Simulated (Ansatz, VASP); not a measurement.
**Two plane-wave programs on Ta2N**

INCAR

```
SYSTEM = Ta2N
  ALGO = Normal
  EDIFF = 1E-6
  ENCUT = 520
  GGA = PE
  ISIF = 2
  ISMEAR = 0
  LASPH = .TRUE.
  LCHARG = .TRUE.
  LELF = .TRUE.
  LREAL = .FALSE.
  LVHAR = .TRUE.
  LWAVE = .FALSE.
  NBANDS = 50
  NELM = 80
  PREC = Accurate
  SIGMA = 0.15
```

Contents of KPOINTS:

```
k-points
0
G
  9 9 8
  0 0 0
```

POSCAR

```
Ta2N
1.0
    5.2791162262      0.0000000000      0.0000000000
   -2.6395581131      4.5718487614      0.0000000000
    0.0000000000      0.0000000000      5.0214953543
Ta N
6 3
Direct
    0.6200274626      0.6200274626      0.7528547364
    0.0000000000      0.3799725374      0.7528547364
    0.3799725374      0.0000000000      0.7528547364
    0.3799725374      0.3799725374      0.2471452636
    0.0000000000      0.6200274626      0.2471452636
    0.6200274626      0.0000000000      0.2471452636
    0.6666666667      0.3333333333      0.5000000000
    0.3333333333      0.6666666667      0.5000000000
    0.0000000000      0.0000000000      0.0000000000
```

Input for Ansatz:

```yaml
crystal:
  lattice:
    - [5.2791162262, 0.0, 0.0]
    - [-2.6395581131, 4.5718487614, 0.0]
    - [0.0, 0.0, 5.0214953543]
  atoms:
    - { symbol: Ta, position: [0.6200274626, 0.6200274626, 0.7528547364] }
    - { symbol: Ta, position: [0.0, 0.3799725374, 0.7528547364] }
    - { symbol: Ta, position: [0.3799725374, 0.0, 0.7528547364] }
    - { symbol: Ta, position: [0.3799725374, 0.3799725374, 0.2471452636] }
    - { symbol: Ta, position: [0.0, 0.6200274626, 0.2471452636] }
    - { symbol: Ta, position: [0.6200274626, 0.0, 0.2471452636] }
    - { symbol: "N", position: [0.6666666667, 0.3333333333, 0.5] }
    - { symbol: "N", position: [0.3333333333, 0.6666666667, 0.5] }
    - { symbol: "N", position: [0.0, 0.0, 0.0] }
basis:
  ecutwfc: 520.0
kpoints:
  mp_grid: { grid: [9, 9, 8] }
hamiltonian:
  xc: pbe
  pseudopotentials: { kind: paw, azcp: { folder: soft_1 } }
scf:
  occupations: { method: gaussian, width: 0.15 }
output:
  forces: true
  stress: true
  eigenvalues: true
  write_density: true
  write_potential: true
  elf: true
  volumetric_format: npy
```

Alike in both runs: task single point; functional PBE; k mesh 9 × 9 × 8; occupations gaussian, width 0.15 eV; no spin polarisation.

|  | VASP | Ansatz |
| --- | --- | --- |
| version | VASP 6.6.1 | Ansatz 0.2.0 |
| potentials or method | VASP PAW PBE potentials, release 64 (Ta_pv, N), cutoff 520 eV | scalar-relativistic, plane waves, PAW |
| valence electrons in the cell | 81 | 93 |

VASP gave:

```
gap on the k mesh at the Fermi level (eV)                     : none
pressure (GPa)                                                : 15.3
traceless stress, the component that is largest in VASP (GPa) : -4.33
rms of the force components (eV/Å)                            : 2.817
```

**Question.** Estimate Ansatz's values.

**Answer.** gap on the k mesh at the Fermi level (eV): none; pressure (GPa): 14.8; traceless stress, the component that is largest in VASP (GPa): -4.29; rms of the force components (eV/Å): 2.810.

Atom by atom the forces differ by 0.020 eV/Å (rms over components). A gap of «none» marks a metal or a gap that the smearing closes. VASP's potentials hold 81 valence electrons a cell and Ansatz's 93, so a difference there can come from the potentials and not from the codes.

Neither program's run includes spin-orbit coupling.
